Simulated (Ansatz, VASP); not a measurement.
Co: VASP beside Ansatz

INCAR

```
SYSTEM = Co
ALGO = Normal ; EDIFF = 1E-7
ENCUT = 520 ; GGA = PE
ISIF = 2 ; ISMEAR = 0
ISPIN = 2 ; LASPH = .TRUE.
LCHARG = .FALSE. ; LMAXMIX = 4
LORBIT = 11 ; LREAL = .FALSE.
LWAVE = .FALSE. ; MAGMOM = 3
NBANDS = 14 ; NELM = 150
PREC = Accurate ; SIGMA = 0.1
```

Contents of KPOINTS:

```
k-points
0
G
  11 11 11
  0 0 0
```

Contents of POSCAR:

```
Co
1.0
    0.0000000000      1.8011500000      1.8011500000
    1.8011500000      0.0000000000      1.8011500000
    1.8011500000      1.8011500000      0.0000000000
Co
1
Direct
    0.0000000000      0.0000000000      0.0000000000
```

Input for Ansatz:

```yaml
crystal:
  lattice:
    - [0.0, 1.80115, 1.80115]
    - [1.80115, 0.0, 1.80115]
    - [1.80115, 1.80115, 0.0]
  atoms:
    - { symbol: Co, position: [0.0, 0.0, 0.0], spin: 3.0 }
magnetization:
  spin_polarized: true
hamiltonian:
  xc: pbe
  pseudopotentials: { kind: paw }
basis:
  ecutwfc: 420
kpoints:
  mp_grid: { grid: [11, 11, 11] }
scf:
  occupations: { method: gaussian, width: 0.1 }
  lower_state_search: "off"
output:
  forces: true
  stress: true
```

Alike in both runs: task single point; functional PBE; k mesh 11 × 11 × 11; occupations gaussian, width 0.1 eV; collinear spin.

```csv
,VASP,Ansatz
version,VASP 6.6.1,Ansatz 0.2.0
potentials or method,"VASP PAW PBE potentials, release 64 (Co), cutoff 520 eV","PAW, plane waves, scalar-relativistic"
valence electrons in the cell,9,17
```

```csv
,VASP,Ansatz,Ansatz less VASP
pressure (GPa),-13.7,-13.2,+0.56
net moment per atom (μB),1.62,1.64,+0.023
size of the moment on the site where the two differ most (μB),1.65,1.72,+0.069
```

Site moments also hang on the region over which each program counts them. VASP's potentials hold 9 valence electrons a cell and Ansatz's 17, so a difference there can come from the potentials and not from the codes.
